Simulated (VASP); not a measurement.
# WC: electric field gradients with PBE

Crystal: WC.

```
CELL_PARAMETERS angstrom
2.90050 0.00000 0.00000
-1.45025 2.51191 0.00000
0.00000 0.00000 2.82900
ATOMIC_POSITIONS crystal
W 0.00000 0.00000 0.00000
C 0.66667 0.33333 0.50000
```

| Property | Result |
| --- | --- |
| Program | VASP 6.6.1 |
| Task | electric field gradients |
| Functional | PBE |
| Potentials or basis | VASP PAW PBE potentials, release 64 (W_sv, C) |
| Cutoff | 520 eV |
| k mesh | 13 × 13 × 12 |
| Occupations | fermi-dirac, width 0.05 eV |
| Spin | no spin polarisation |
| Dipole correction | no |
| Further INCAR settings | ALGO = Normal; EDIFF = 1e-08; NBANDS = 16 |

| Item | Value |
| --- | --- |
| Pressure | 9.6 GPa |
| Band gap on the k mesh | zero (band 9 reaches 11.87 eV, above the bottom of band 10 at 10.58 eV) |

Stress tensor (GPa, compression positive):
```
9.41 0.00 0.00
0.00 9.41 0.00
0.00 0.00 9.87
```

Levels at points of the mesh, in eV from the Fermi level:
| k point | band 5 | band 6 | band 7 | band 8 | band 9 | band 10 | band 11 | band 12 | band 13 | band 14 |
| --- | --- | --- | --- | --- | --- | --- | --- | --- | --- | --- |
| (0.00, 0.00, 0.00) | -14.51 | -4.36 | -3.38 | -3.38 | 0.08 | 3.26 | 3.26 | 5.66 | 5.66 | 6.41 |
| (0.00, 0.00, 0.50) | -10.44 | -8.71 | -2.05 | -2.05 | -0.60 | -0.60 | 3.70 | 4.53 | 4.53 | 10.00 |

Electric field gradients, principal values (V/Å²):
| atom | least | middle | greatest (by size) |
| --- | --- | --- | --- |
| 1 W | 72.263 | 72.264 | -144.527 |
| 2 C | -0.166 | -0.167 | 0.333 |

Wall time 75 s on 1 thread of AMD EPYC 7R43 64-Core Processor (Zen 3) (shared host), peak memory 0.14 GiB.

Caveat: without QUAD_EFG the Cq values of the log hold for a quadrupole moment of 1 mb, not for the nuclei; spin-orbit coupling is left out, which moves the levels of the heavy elements.
